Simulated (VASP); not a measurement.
# Na (I4/mmm) in VASP: single point with PBEsol

Aim: the single point of Na with PBEsol.

Program: VASP 6.6.1. These are calculated values, not measurements. Logs are shortened: lines on timing, memory, paths and dates and some standing lists are left out, and cuts for length are marked.

### Step 1. The cell of the first run

The structure is tetragonal, space group I4/mmm (No. 139). Conventional cell: a = 4.193 Å, b = 4.193 Å, c = 4.235 Å, α = 90.00°, β = 90.00°, γ = 90.00°. Na (site symmetry 4/mmm) has 14 Na at 3.64 to 4.24 Å within 4.8 Å.

### Step 2. Single point, PBEsol (equal xx and yy strain of -1 %)

File INCAR:

```
ALGO     = Normal         # electronic algorithm
EDIFF    = 1E-7           # SCF threshold, eV
ENCUT    = 520            # plane-wave cutoff, eV
GGA      = PS             # functional
ISIF     = 2              # what is computed and relaxed
ISMEAR   = -1             # smearing method
LASPH    = True           # aspherical terms in the spheres
LCHARG   = False          # write CHGCAR
LREAL    = False          # projectors in reciprocal space
LWAVE    = False          # write WAVECAR
NBANDS   = 10             # bands
NELM     = 60             # most SCF steps
PREC     = Accurate       # precision mode
SIGMA    = 0.03           # smearing width, eV
```

File KPOINTS:

```
k-points
0
Gamma
  11 11 11
```

File POSCAR:

```
Na
1.0
   -2.0963250000      2.0963250000      2.1175000000
    2.0963250000     -2.0963250000      2.1175000000
    2.0963250000      2.0963250000     -2.1175000000
Na
1
Direct
    0.0000000000      0.0000000000      0.0000000000
```

Potentials or basis: VASP PAW PBE potentials, release 64 (Na_pv).

Launch:

```
cat potpaw_PBE.64/Na_pv/POTCAR > POTCAR
mpirun -np 1 vasp_std > vasp.out
```

OUTCAR:

```text
EDIFF = 1E-7
   ENCUT = 520
   GGA = PS
   ISIF = 2
   ISMEAR = -1
   LASPH = True
   LREAL = False
   NELM = 60
   PREC = Accurate

 ion  position               nearest neighbor table
   1  0.000  0.000  0.000-

  LATTYP: Found a body centered tetragonal cell.
 ALAT       =     4.1926500000
 C/A-ratio  =     1.0101010101

  Lattice vectors:

 A1 = (  -2.0963250000,   2.0963250000,   2.1175000000)
 A2 = (   2.0963250000,  -2.0963250000,   2.1175000000)
 A3 = (   2.0963250000,   2.0963250000,  -2.1175000000)

Analysis of symmetry for initial positions (statically):
=====================================================================
 Subroutine PRICEL returns:
 Original cell was already a primitive cell.

 Routine SETGRP: Setting up the symmetry group for a
 body centered tetragonal supercell.

 Subroutine GETGRP returns: Found 16 space group operations
 (whereof 16 operations were pure point group operations)
 out of a pool of 16 trial point group operations.

The static configuration has the point symmetry D_4h.

Analysis of symmetry for dynamics (positions and initial velocities):
=====================================================================
 Subroutine PRICEL returns:
 Original cell was already a primitive cell.

 Routine SETGRP: Setting up the symmetry group for a
 body centered tetragonal supercell.

 Subroutine GETGRP returns: Found 16 space group operations
 (whereof 16 operations were pure point group operations)
 out of a pool of 16 trial point group operations.

The dynamic configuration has the point symmetry D_4h.

 Subroutine INISYM returns: Found 16 space group operations
 (whereof 16 operations are pure point group operations),
 and found     1 'primitive' translations

----------------------------------------------------------------------------------------

                                     Primitive cell

  volume of cell :      37.2221

  direct lattice vectors                    reciprocal lattice vectors
    -2.096325000  2.096325000  2.117500000     0.000000000  0.238512635  0.236127509
     2.096325000 -2.096325000  2.117500000     0.238512635  0.000000000  0.236127509
     2.096325000  2.096325000 -2.117500000     0.238512635  0.238512635  0.000000000

  length of vectors
     3.643207826  3.643207826  3.643207826     0.335625502  0.335625502  0.337307804

  position of ions in fractional coordinates (direct lattice)
     0.000000000  0.000000000  0.000000000

  ion indices of the primitive-cell ions
   primitive index   ion index
                 1           1

----------------------------------------------------------------------------------------

 KPOINTS: k-points

Automatic generation of k-mesh.
 Grid dimensions read from file:
 generate k-points for:   11   11   11

 Generating k-lattice:

  Cartesian coordinates                     Fractional coordinates (reciprocal lattice)
     0.000000000  0.021682967  0.021466137     0.090909091  0.000000000  0.000000000
     0.021682967  0.000000000  0.021466137     0.000000000  0.090909091  0.000000000
     0.021682967  0.021682967  0.000000000     0.000000000  0.000000000  0.090909091

  Length of vectors
     0.030511409  0.030511409  0.030664346

  Shift w.r.t. Gamma in fractional coordinates (k-lattice)
     0.000000000  0.000000000  0.000000000

 Subroutine IBZKPT returns following result:
 ===========================================

 Found    126 irreducible k-points:

 Following reciprocal coordinates:
            Coordinates               Weight
  0.000000  0.000000  0.000000      1.000000
  0.090909  0.000000 -0.000000      8.000000
  0.181818 -0.000000  0.000000      8.000000
  0.272727 -0.000000  0.000000      8.000000
  0.363636  0.000000 -0.000000      8.000000
  0.454545 -0.000000  0.000000      8.000000
[... 16 lines left out ...]
 -0.272727  0.181818 -0.000000     16.000000
 -0.181818  0.181818  0.000000      4.000000
 [... further k-points ...]
   k-points           NKPTS =    126   k-points in BZ     NKDIM =    126   number of bands    NBANDS=     10
   number of dos      NEDOS =    301   number of ions     NIONS =      1
   total plane-waves  NPLWV =  21952
   dimension x,y,z NGX =    28 NGY =   28 NGZ =   28
   dimension x,y,z NGXF=    56 NGYF=   56 NGZF=   56
   ions per type =               1
   NGX,Y,Z   is equivalent  to a cutoff of  12.78, 12.78, 12.78 a.u.
   NGXF,Y,Z  is equivalent  to a cutoff of  25.55, 25.55, 25.55 a.u.
 SYSTEM =  unknown system
   PREC   = accura    normal or accurate (medium, high low for compatibility)
   ISTART =      0    job   : 0-new  1-cont  2-samecut
   ICHARG =      2    charge: 1-file 2-atom 10-const
   ISPIN  =      1    spin polarized calculation?
   LNONCOLLINEAR =      F non collinear calculations
   LSORBIT =      F    spin-orbit coupling
   LASPH  =      T    aspherical Exc in radial PAW
   ENCUT  =  520.0 eV  38.22 Ry    6.18 a.u.   6.77  6.77  6.77*2*pi/ulx,y,z
   NELM   =     60;   NELMIN=  2; NELMDL= -5     # of ELM steps
   EDIFF  = 0.1E-06   stopping-criterion for ELM
   LREAL  =      F    real-space projection
   EDIFFG = 0.1E-05   stopping-criterion for IOM
   NSW    =      0    number of steps for IOM
   IBRION =     -1    ionic relax: 0-MD 1-quasi-New 2-CG
   NFREE  =      0    steps in history (QN), initial steepest desc. (CG)
   ISIF   =      2    stress and relaxation
   ISYM   =      2    0-nonsym 1-usesym 2-fastsym
   POTIM  = 0.5000    time-step for ionic-motion
   TEBEG  =    0.0;   TEEND  =   0.0 temperature during run
   PSTRESS=    0.0 pullay stress
   NELECT =       7.0000    total number of electrons
   NUPDOWN=      -1.0000    fix difference up-down
   EMIN   =  10.00;   EMAX   =-10.00  energy-range for DOS
   EFERMI =   0.00;   METHOD = LEGACY
   ISMEAR =    -1;   SIGMA  =   0.03  broadening in eV -4-tet -1-fermi 0-gaus
   EFERMI_NEDOS =   21; number of points for ismear=-14 and -15
   IALGO  =     38    algorithm
   IMIX   =      4    mixing-type and parameters
     AMIX     =   0.40;   BMIX     =  1.00
     AMIX_MAG =   1.60;   BMIX_MAG =  1.00
  volume/ion in A,a.u.               =      37.22       251.19
  Fermi-wavevector in a.u.,A,eV,Ry     =   0.937938  1.772445 11.969413  0.879727
  Thomas-Fermi vector in A             =   2.065099
   LORBIT       =      0    0 simple, 1 ext, 2 COOP (PROOUT), +10 PAW based schemes
   GGA     = PS    functional components
   LHFCALC =     F    Hartree Fock is set to
   AEXX    =    0.0000 exact exchange contribution
   IVDW    =     0    specifies the selected vdW correction
   LEPSILON=     F    determine dielectric tensor
   LRPA    =     F    only Hartree local field effects (RPA)
 non-spin polarized calculation
  energy-cutoff  :      520.00
  volume of cell :       37.22
 maximum number of plane-waves:      1016
   NGX = 13   NGY = 13   NGZ = 13

 number of electron       7.0000007 magnetization

 Free energy of the ion-electron system (eV)
  ---------------------------------------------------
  ext. energy  EPLUGINS =         0.00000000
  ---------------------------------------------------
  free energy    TOTEN  =        -1.40216948 eV

  energy without entropy =       -1.40102243  energy(sigma->0) =       -1.40159595

 E-fermi :   0.3064     XC(G=0):  -6.4903

 val. band max:        0.2813622474   @ k =  -0.3636   0.4545   0.0909
 cond. band min:       0.3973396742   @ k =   0.1818   0.1818   0.1818
 fundamental gap:      0.1159774267
 Fermi energy:         0.3064181241

 k-point     1 :       0.0000    0.0000    0.0000
  band No.  band energies     occupation
      1     -24.4944      2.00000
      2     -24.4944      2.00000
      3     -24.4943      2.00000
      4      -2.9748      2.00000
      5      11.9502      0.00000
      6      11.9502      0.00000
      7      12.1020      0.00000
      8      12.9278      0.00000
      9      13.0771      0.00000
     10      13.4941      0.00000

 k-point     2 :       0.0909    0.0000   -0.0000
  band No.  band energies     occupation
      1     -24.4972      2.00000
      2     -24.4953      2.00000
      3     -24.4944      2.00000
      4      -2.8301      2.00000
      5      10.2609      0.00000
      6      11.2046      0.00000
      7      11.5302      0.00000
      8      12.0615      0.00000
      9      12.3916      0.00000
     10      13.8340      0.00000

 k-point     3 :       0.1818   -0.0000    0.0000
  band No.  band energies     occupation
      1     -24.5049      2.00000
      2     -24.4979      2.00000
      3     -24.4943      2.00000
      4      -2.3985      2.00000
      5       7.9138      0.00000
      6      10.1816      0.00000
      7      10.7560      0.00000
      8      11.0841      0.00000
      9      11.9671      0.00000
     10      14.0963      0.00000

 k-point     4 :       0.2727   -0.0000    0.0000
  band No.  band energies     occupation
      1     -24.5148      2.00000
      2     -24.5012      2.00000
      3     -24.4943      2.00000
      4      -1.6872      2.00000
      5       5.7402      0.00000
      6       9.3747      0.00000
      7      10.1298      0.00000
      8      10.3430      0.00000
      9      11.4168      0.00000
     10      14.6536      0.00000
[... 222 lines left out ...]
 k-point    22 :      -0.3636    0.1818    0.0000
  band No.  band energies     occupation
      1     -24.5177      2.00000
      2     -24.5024      2.00000
      3     -24.4968      2.00000
      4      -1.2538      2.00000
      5       5.8258      0.00000
      6       6.5577      0.00000
      7       9.2957      0.00000
      8      11.6320      0.00000
      9      12.5915      0.00000
     10      14.9674      0.00000

 k-point    23 :      -0.2727    0.1818   -0.0000
  band No.  band energies     occupation
      1     -24.5109      2.00000
      2     -24.4994      2.00000
      3     -24.4954      2.00000
      4      -1.9620      2.00000
      5       6.9464      0.00000
      6       8.3275      0.00000
      7       9.9938      0.00000
      8      11.2615      0.00000
      9      12.6107      0.00000
     10      13.6552      0.00000

 k-point    24 :      -0.1818    0.1818    0.0000
  band No.  band energies     occupation
      1     -24.5048      2.00000
      2     -24.4979      2.00000
      3     -24.4944      2.00000
      4      -2.3928      2.00000
      5       8.0155      0.00000
      6      10.0777      0.00000
      7      10.6444      0.00000
      8      10.9715      0.00000
      9      11.9701      0.00000
     10      14.1882      0.00000

 [... further k-points ...]

------------------------ aborting loop because EDIFF is reached ----------------------------------------

  FORCE on cell =-STRESS in cart. coord.  units (eV):
  Direction    XX          YY          ZZ          XY          YZ          ZX
  --------------------------------------------------------------------------------------
  -------------------------------------------------------------------------------------
  Total       -0.0446611     -0.0446611     -0.0523825      0.0000000      0.0000000      0.0000000
  in kB       -1.9223824     -1.9223824     -2.2547394      0.0000000      0.0000000      0.0000000
  external PRESSURE =      -2.0331681 kB  Pullay stress =       0.0000000 kB

 VOLUME and BASIS-vectors are now :
 -----------------------------------------------------------------------------
  energy-cutoff  :      520.00
  volume of cell :       37.22
      direct lattice vectors                 reciprocal lattice vectors
    -2.096325000  2.096325000  2.117500000     0.000000000  0.238512635  0.236127509
     2.096325000 -2.096325000  2.117500000     0.238512635  0.000000000  0.236127509
     2.096325000  2.096325000 -2.117500000     0.238512635  0.238512635  0.000000000

 POSITION                                       TOTAL-FORCE (eV/Angst)
 -----------------------------------------------------------------------------------
      0.00000      0.00000      0.00000         0.000000      0.000000      0.000000
 -----------------------------------------------------------------------------------
    total drift:                               -0.000000     -0.000000     -0.000000

  FREE ENERGIE OF THE ION-ELECTRON SYSTEM (eV)
  ---------------------------------------------------
  free  energy   TOTEN  =        -1.4021694764 eV

  energy  without entropy=       -1.4010224284  energy(sigma->0) =       -1.40159595
```

It took 23 s on 1 thread of Intel Xeon 6975P-C, shared host; peak memory 0.17 GiB.

What came out:

```
Free energy : -1.4022 eV
Pressure    : -0.2 GPa
```

Caveat: the cell differs from its parent crystal (equal xx and yy strain of -1 %); the PAW data sets were made with another functional, which shifts forces and pressure a little.
